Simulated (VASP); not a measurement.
# V (Im-3m) in VASP: notebook

V is run at these levels: LDA; tasks: single point, relaxation of volume and atoms at fixed shape.

All numbers are computed with VASP 6.6.1; they aren't measurements. Logs are shortened: lines on timing, memory, paths and dates and some standing lists are left out, and cuts for length are marked.

**1. The cell of the first run**

It takes space group Im-3m (No. 229, cubic). Conventional cell: a = 2.918 Å, b = 2.918 Å, c = 2.918 Å, α = 90.00°, β = 90.00°, γ = 90.00°. Within 3.3 Å of V (site symmetry m-3m) lie 14 V at 2.53 to 2.92 Å.

**2. Single point, LDA, collinear spin, ferromagnetic start**

File INCAR:

```
  PREC = Accurate
  ENCUT = 520
  EDIFF = 1E-6
  ISMEAR = 0
  SIGMA = 0.02
  LREAL = False
  LASPH = True
  NELM = 150
  ALGO = Normal
  ISIF = 2
  LWAVE = False
  LCHARG = True
  ISPIN = 2
  MAGMOM = 1.5
  LORBIT = 11
  LMAXMIX = 4
  LELF = True
  LVHAR = True
  NBANDS = 16
```

File KPOINTS:

```
regular mesh
0
Gamma
  9 9 9
```

File POSCAR:

```
V
1.0
   -1.4591731017      1.4591731017      1.4591731017
    1.4591731017     -1.4591731017      1.4591731017
    1.4591731017      1.4591731017     -1.4591731017
V
1
Direct
    0.0000000000      0.0000000000      0.0000000000
```

Potentials or basis: VASP PAW LDA potentials, release 64 (V_sv).

Run with:

```sh
cat potpaw_LDA.64/V_sv/POTCAR > POTCAR
mpirun -np 1 vasp_std > vasp.out
```

OUTCAR:

```text
PREC = Accurate
   ENCUT = 520
   EDIFF = 1E-6
   ISMEAR = 0
   LREAL = False
   LASPH = True
   NELM = 150
   ISIF = 2
   ISPIN = 2
   LORBIT = 11

 ion  position               nearest neighbor table
   1  0.000  0.000  0.000-

  LATTYP: Found a body centered cubic cell.
 ALAT       =     2.9183462034

  Lattice vectors:

 A1 = (  -1.4591731017,   1.4591731017,   1.4591731017)
 A2 = (   1.4591731017,  -1.4591731017,   1.4591731017)
 A3 = (   1.4591731017,   1.4591731017,  -1.4591731017)

Analysis of symmetry for initial positions (statically):
=====================================================================
 Subroutine PRICEL returns:
 Original cell was already a primitive cell.

 Routine SETGRP: Setting up the symmetry group for a
 body centered cubic supercell.

 Subroutine GETGRP returns: Found 48 space group operations
 (whereof 48 operations were pure point group operations)
 out of a pool of 48 trial point group operations.

The static configuration has the point symmetry O_h .

Analysis of symmetry for dynamics (positions and initial velocities):
=====================================================================
 Subroutine PRICEL returns:
 Original cell was already a primitive cell.

 Routine SETGRP: Setting up the symmetry group for a
 body centered cubic supercell.

 Subroutine GETGRP returns: Found 48 space group operations
 (whereof 48 operations were pure point group operations)
 out of a pool of 48 trial point group operations.

The dynamic configuration has the point symmetry O_h .

Analysis of structural, dynamic, and magnetic symmetry:
=====================================================================
 Subroutine PRICEL returns:
 Original cell was already a primitive cell.

 Routine SETGRP: Setting up the symmetry group for a
 body centered cubic supercell.

 Subroutine GETGRP returns: Found 48 space group operations
 (whereof 48 operations were pure point group operations)
 out of a pool of 48 trial point group operations.

The overall configuration has the point symmetry O_h .

 Subroutine INISYM returns: Found 48 space group operations
 (whereof 48 operations are pure point group operations),
 and found     1 'primitive' translations

----------------------------------------------------------------------------------------

                                     Primitive cell

  volume of cell :      12.4274

  direct lattice vectors                    reciprocal lattice vectors
    -1.459173102  1.459173102  1.459173102     0.000000000  0.342659825  0.342659825
     1.459173102 -1.459173102  1.459173102     0.342659825  0.000000000  0.342659825
     1.459173102  1.459173102 -1.459173102     0.342659825  0.342659825  0.000000000

  length of vectors
     2.527361949  2.527361949  2.527361949     0.484594172  0.484594172  0.484594172

  position of ions in fractional coordinates (direct lattice)
     0.000000000  0.000000000  0.000000000

  ion indices of the primitive-cell ions
   primitive index   ion index
                 1           1

----------------------------------------------------------------------------------------

 KPOINTS: regular mesh

Automatic generation of k-mesh.
 Grid dimensions read from file:
 generate k-points for:    9    9    9

 Generating k-lattice:

  Cartesian coordinates                     Fractional coordinates (reciprocal lattice)
     0.000000000  0.038073314  0.038073314     0.111111111  0.000000000  0.000000000
     0.038073314  0.000000000  0.038073314     0.000000000  0.111111111  0.000000000
     0.038073314  0.038073314  0.000000000     0.000000000  0.000000000  0.111111111

  Length of vectors
     0.053843797  0.053843797  0.053843797

  Shift w.r.t. Gamma in fractional coordinates (k-lattice)
     0.000000000  0.000000000  0.000000000

 Subroutine IBZKPT returns following result:
 ===========================================

 Found     35 irreducible k-points:

 Following reciprocal coordinates:
            Coordinates               Weight
  0.000000  0.000000  0.000000      1.000000
  0.111111  0.000000  0.000000     12.000000
  0.222222  0.000000  0.000000     12.000000
  0.333333  0.000000  0.000000     12.000000
  0.444444  0.000000  0.000000     12.000000
  0.111111  0.111111  0.000000     24.000000
[... 16 lines left out ...]
 -0.333333  0.444444  0.111111     48.000000
 -0.444444 -0.444444  0.111111     24.000000
 [... further k-points ...]
   k-points           NKPTS =     35   k-points in BZ     NKDIM =     35   number of bands    NBANDS=     16
   number of dos      NEDOS =    301   number of ions     NIONS =      1
   total plane-waves  NPLWV =   8000
   dimension x,y,z NGX =    20 NGY =   20 NGZ =   20
   dimension x,y,z NGXF=    40 NGYF=   40 NGZF=   40
   ions per type =               1
   NGX,Y,Z   is equivalent  to a cutoff of  13.16, 13.16, 13.16 a.u.
   NGXF,Y,Z  is equivalent  to a cutoff of  26.31, 26.31, 26.31 a.u.
 SYSTEM =  unknown system
   PREC   = accura    normal or accurate (medium, high low for compatibility)
   ISTART =      0    job   : 0-new  1-cont  2-samecut
   ICHARG =      2    charge: 1-file 2-atom 10-const
   ISPIN  =      2    spin polarized calculation?
   LNONCOLLINEAR =      F non collinear calculations
   LSORBIT =      F    spin-orbit coupling
   LASPH  =      T    aspherical Exc in radial PAW
   ENCUT  =  520.0 eV  38.22 Ry    6.18 a.u.   4.70  4.70  4.70*2*pi/ulx,y,z
   NELM   =    150;   NELMIN=  2; NELMDL= -5     # of ELM steps
   EDIFF  = 0.1E-05   stopping-criterion for ELM
   LREAL  =      F    real-space projection
   EDIFFG = 0.1E-04   stopping-criterion for IOM
   NSW    =      0    number of steps for IOM
   IBRION =     -1    ionic relax: 0-MD 1-quasi-New 2-CG
   NFREE  =      0    steps in history (QN), initial steepest desc. (CG)
   ISIF   =      2    stress and relaxation
   ISYM   =      2    0-nonsym 1-usesym 2-fastsym
   POTIM  = 0.5000    time-step for ionic-motion
   TEBEG  =    0.0;   TEEND  =   0.0 temperature during run
   PSTRESS=    0.0 pullay stress
   NELECT =      13.0000    total number of electrons
   NUPDOWN=      -1.0000    fix difference up-down
   EMIN   =  10.00;   EMAX   =-10.00  energy-range for DOS
   EFERMI =   0.00;   METHOD = LEGACY
   ISMEAR =     0;   SIGMA  =   0.02  broadening in eV -4-tet -1-fermi 0-gaus
   EFERMI_NEDOS =   21; number of points for ismear=-14 and -15
   IALGO  =     38    algorithm
   IMIX   =      4    mixing-type and parameters
     AMIX     =   0.40;   BMIX     =  1.00
     AMIX_MAG =   1.60;   BMIX_MAG =  1.00
  volume/ion in A,a.u.               =      12.43        83.86
  Fermi-wavevector in a.u.,A,eV,Ry     =   1.661865  3.140470 37.576517  2.761796
  Thomas-Fermi vector in A             =   2.748855
   LORBIT       =     11    0 simple, 1 ext, 2 COOP (PROOUT), +10 PAW based schemes
   GGA     = CA    functional components
   LHFCALC =     F    Hartree Fock is set to
   AEXX    =    0.0000 exact exchange contribution
   IVDW    =     0    specifies the selected vdW correction
   LEPSILON=     F    determine dielectric tensor
   LRPA    =     F    only Hartree local field effects (RPA)
 spin polarized calculation
 Gauss-broadening in eV      SIGMA  =   0.02
  energy-cutoff  :      520.00
  volume of cell :       12.43
 maximum number of plane-waves:       342
   NGX =  9   NGY =  9   NGZ =  9

 number of electron      13.0000010 magnetization       0.0193732

 Free energy of the ion-electron system (eV)
  ---------------------------------------------------
  ext. energy  EPLUGINS =         0.00000000
  ---------------------------------------------------
  free energy    TOTEN  =        -9.95519489 eV

  energy without entropy =       -9.95464633  energy(sigma->0) =       -9.95492061

 E-fermi :  10.6075     XC(G=0): -13.6686

 val. band max:       10.5846258652   @ k =   0.2222   0.0000   0.0000
 cond. band min:      10.6092764218   @ k =  -0.2222   0.2222   0.1111
 fundamental gap:      0.0246505566
 Fermi energy:        10.6075376290

 spin component 1

 k-point     1 :       0.0000    0.0000    0.0000
  band No.  band energies     occupation
      1     -52.3079      1.00000
      2     -25.8584      1.00000
      3     -25.8584      1.00000
      4     -25.8584      1.00000
      5       3.8546      1.00000
      6      10.9561      0.00000
[... 8 lines left out ...]
     15      39.5448      0.00000
     16      44.3499      0.00000

 k-point     2 :       0.1111    0.0000    0.0000
  band No.  band energies     occupation
      1     -52.2751      1.00000
      2     -26.0050      1.00000
      3     -25.9023      1.00000
      4     -25.8598      1.00000
      5       4.3827      1.00000
      6      10.7247      0.00000
[... 8 lines left out ...]
     15      40.1214      0.00000
     16      41.0162      0.00000
[... 387 lines left out ...]
      5       8.0474      1.00000
      6       9.4691      1.00000
[... 8 lines left out ...]
     15      37.7867      0.00000
     16      43.3227      0.00000

 k-point    24 :      -0.4444   -0.4444    0.1111
  band No.  band energies     occupation
      1     -51.9745      1.00000
      2     -26.9236      1.00000
      3     -26.4080      1.00000
      4     -26.0425      1.00000
      5       7.9933      1.00000
      6       9.9258      1.00000
[... 8 lines left out ...]
     15      36.7561      0.00000
     16      42.9174      0.00000

 [... further k-points ...]

 spin component 2

 k-point     1 :       0.0000    0.0000    0.0000
  band No.  band energies     occupation
      1     -52.2934      1.00000
      2     -25.8440      1.00000
      3     -25.8440      1.00000
      4     -25.8440      1.00000
      5       3.8643      1.00000
      6      10.9713      0.00000
[... 8 lines left out ...]
     15      39.5525      0.00000
     16      44.3633      0.00000

 k-point     2 :       0.1111    0.0000    0.0000
  band No.  band energies     occupation
      1     -52.2605      1.00000
      2     -25.9906      1.00000
      3     -25.8879      1.00000
      4     -25.8454      1.00000
      5       4.3925      1.00000
      6      10.7398      0.00000
[... 8 lines left out ...]
     15      40.1305      0.00000
     16      41.0287      0.00000
[... 387 lines left out ...]
      5       8.0585      1.00000
      6       9.4804      1.00000
[... 8 lines left out ...]
     15      37.7978      0.00000
     16      43.3334      0.00000

 k-point    24 :      -0.4444   -0.4444    0.1111
  band No.  band energies     occupation
      1     -51.9599      1.00000
      2     -26.9094      1.00000
      3     -26.3936      1.00000
      4     -26.0282      1.00000
      5       8.0047      1.00000
      6       9.9363      1.00000
[... 8 lines left out ...]
     15      36.7672      0.00000
     16      42.9282      0.00000

 [... further k-points ...]

------------------------ aborting loop because EDIFF is reached ----------------------------------------

  FORCE on cell =-STRESS in cart. coord.  units (eV):
  Direction    XX          YY          ZZ          XY          YZ          ZX
  --------------------------------------------------------------------------------------
  -------------------------------------------------------------------------------------
  Total        0.0498745      0.0498745      0.0498745      0.0000000     -0.0000000      0.0000000
  in kB        6.4299675      6.4299675      6.4299675      0.0000000     -0.0000000      0.0000000
  external PRESSURE =       6.4299675 kB  Pullay stress =       0.0000000 kB

 VOLUME and BASIS-vectors are now :
 -----------------------------------------------------------------------------
  energy-cutoff  :      520.00
  volume of cell :       12.43
      direct lattice vectors                 reciprocal lattice vectors
    -1.459173102  1.459173102  1.459173102     0.000000000  0.342659825  0.342659825
     1.459173102 -1.459173102  1.459173102     0.342659825  0.000000000  0.342659825
     1.459173102  1.459173102 -1.459173102     0.342659825  0.342659825  0.000000000

 POSITION                                       TOTAL-FORCE (eV/Angst)
 -----------------------------------------------------------------------------------
      0.00000      0.00000      0.00000        -0.000000     -0.000000      0.000000
 -----------------------------------------------------------------------------------
    total drift:                                0.000000     -0.000000      0.000000

  FREE ENERGIE OF THE ION-ELECTRON SYSTEM (eV)
  ---------------------------------------------------
  free  energy   TOTEN  =        -9.9551948876 eV

  energy  without entropy=       -9.9546463325  energy(sigma->0) =       -9.95492061

 total charge

# of ion       s       p       d       tot
------------------------------------------
    1        2.366   6.233   3.237  11.836

 magnetization (x)

# of ion       s       p       d       tot
------------------------------------------
    1        0.000   0.001   0.016   0.017
```

It took 5.9 s on 1 thread of Intel Xeon 6975P-C (Granite Rapids), shared host; peak memory 0.12 GiB.

What came out:

```
Free energy                                           : -9.9552 eV
Pressure                                              : 0.6 GPa
Net moment                                            : 0.02 μB per cell
Valence electrons inside the program's atomic spheres : V 11.84
```

Levels at points of the mesh, in eV from the Fermi level:
Spin up:
| k point | band 3 | band 4 | band 5 | band 6 | band 7 | band 8 | band 9 | band 10 |
| --- | --- | --- | --- | --- | --- | --- | --- | --- |
| (0.00, 0.00, 0.00) | -36.47 | -36.47 | -6.75 | 0.35 | 0.35 | 0.35 | 2.56 | 2.56 |
Spin down:
| k point | band 4 | band 5 | band 6 | band 7 | band 8 | band 9 |
| --- | --- | --- | --- | --- | --- | --- |
| (0.00, 0.00, 0.00) | -36.45 | -6.74 | 0.36 | 0.36 | 0.36 | 2.57 |

**3. Relaxation of volume and atoms at fixed shape, LDA, collinear spin, ferromagnetic start**

This run uses another cell than the first one, of 13.89 Å³/atom.

File INCAR:

```
  PREC = Accurate
  ENCUT = 600
  EDIFF = 1E-6
  ISMEAR = 0
  SIGMA = 0.02
  LREAL = False
  LASPH = True
  NELM = 150
  ALGO = Normal
  ISIF = 8
  LWAVE = False
  LCHARG = False
  ISPIN = 2
  MAGMOM = 1.5
  LORBIT = 11
  LMAXMIX = 4
  IBRION = 2
  NSW = 80
  EDIFFG = -0.03
```

KPOINTS is that of step 2.

File POSCAR:

```
V
1.0
   -1.5143500000      1.5143500000      1.5143500000
    1.5143500000     -1.5143500000      1.5143500000
    1.5143500000      1.5143500000     -1.5143500000
V
1
Direct
    0.0000000000      0.0000000000      0.0000000000
```

Potentials or basis: VASP PAW LDA potentials, release 64 (V_sv).

Run with:

```sh
cat potpaw_LDA.64/V_sv/POTCAR > POTCAR
mpirun -np 1 vasp_std > vasp.out
```

It took 13 s on 1 thread of Intel Xeon 6975P-C (Granite Rapids), shared host; peak memory 0.15 GiB.

The run converged. Its results:

| Property | Result |
| --- | --- |
| Free energy | -9.9566 eV |
| Relaxed volume | 12.46 Å³/atom |
| Relaxed cell | a = 2.530 Å, b = 2.530 Å, c = 2.530 Å, α = 109.47°, β = 109.47°, γ = 109.47° |
| Space group after relaxing (to 0.1 Å) | Im-3m (No. 229) |
| Energy gained by relaxing | 91.8 meV/atom |
| Ionic steps | 4 |
| Pressure after relaxing | -0.1 GPa |
| Net moment | 0.00 μB per cell |
| Valence electrons inside the program's atomic spheres | V 11.83 |

The path:
| step | energy change (eV) | largest force (eV/Å) | pressure (GPa) | volume (Å³) |
| --- | --- | --- | --- | --- |
| 1 | 0.0000 | 0.0000 | -18.11 | 13.89 |
| 2 | 0.0591 | 0.0000 | 36.18 | 10.97 |
| 3 | -0.0917 | 0.0000 | -0.58 | 12.49 |
| 4 | -0.0918 | 0.0000 | -0.06 | 12.46 |

Final structure:
```
V
1.0
    -1.46056    1.46056    1.46056
     1.46056   -1.46056    1.46056
     1.46056    1.46056   -1.46056
V
1
Direct
  0.00000 0.00000 0.00000
```

Levels at points of the mesh, in eV from the Fermi level:
Spin up:
```csv
k point,band 2,band 3,band 4,band 5,band 6,band 7,band 8,band 9,band 10,band 11
"(0.00, 0.00, 0.00)",-36.47,-36.47,-36.47,-6.75,0.35,0.35,0.35,2.55,2.55,21.06
```
Spin down:
```csv
k point,band 4,band 5,band 6,band 7,band 8,band 9
"(0.00, 0.00, 0.00)",-36.47,-6.74,0.36,0.36,0.36,2.56
```

LDA usually gives volumes a few per cent too small. Zero-point motion and thermal expansion aren't in these numbers.
